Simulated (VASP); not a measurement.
The system is Hf3Br.

```
Hf Br
1.0
     3.31092    0.00000    0.00000
    -1.65546    2.86734    0.00000
     0.00000    0.00000   10.31406
Hf Br
3 1
Cartesian
  0.0000 0.0000 0.0000
  1.6555 0.9558 7.8554
  1.6555 0.9558 2.4586
  0.0000 0.0000 5.1570
```

The cell was built from a structure type or drawn by symmetry, and may not be a known phase.

```yaml
Program: VASP 6.6.1
Task: relaxation of cell and atoms
Functional: PBE
Potentials_or_basis: VASP PAW PBE potentials, release 64 (Hf_pv, Br)
Cutoff: 600 eV
k_mesh: 6 × 6 × 2
Occupations: gaussian, width 0.1 eV
Spin: no spin polarisation
```

At the start: pressure -5.5 GPa; volume 24.48 Å³/atom.

Q: How do energy, volume and symmetry change on relaxing?

A: Over 10 steps the energy falls by 143.0 meV/atom and the volume is 21.74 Å³/atom (-11.2 %); space group P-6m2 (No. 187, to 0.1 Å) before and after.

The path:
| step | energy change (eV) | largest force (eV/Å) | pressure (GPa) | volume (Å³) |
| --- | --- | --- | --- | --- |
| 1 | 0.0000 | 0.6698 | -5.52 | 97.92 |
| 2 | -0.3066 | 1.4069 | 4.28 | 86.31 |
| 3 | -0.3195 | 1.2721 | 2.37 | 88.03 |
| 4 | -0.4726 | 0.7975 | 0.51 | 88.45 |
| 5 | -0.4907 | 0.4966 | -0.38 | 88.66 |
| 6 | -0.5577 | 0.0849 | -0.84 | 88.10 |
| 7 | -0.5666 | 0.1143 | -0.94 | 87.79 |
| 8 | -0.5670 | 0.0161 | 1.37 | 85.81 |
| 9 | -0.5711 | 0.0462 | 0.21 | 86.77 |
| 10 | -0.5719 | 0.0278 | 0.01 | 86.98 |

Final structure:
```
Hf Br
1.0
     3.27459    0.00000    0.00000
    -1.63730    2.83588    0.00000
     0.00000    0.00000    9.36623
Hf Br
3 1
Cartesian
  0.0000 0.0000 0.0000
  1.6373 0.9453 6.9139
  1.6373 0.9453 2.4523
  0.0000 0.0000 4.6831
```

Caveat: the k points lie up to 0.37 Å⁻¹ apart in the final cell, too coarse for converged energies and pressures of a metal; an odd number of electrons without spin polarisation forces a metal; a magnetic or distorted state may lie lower.
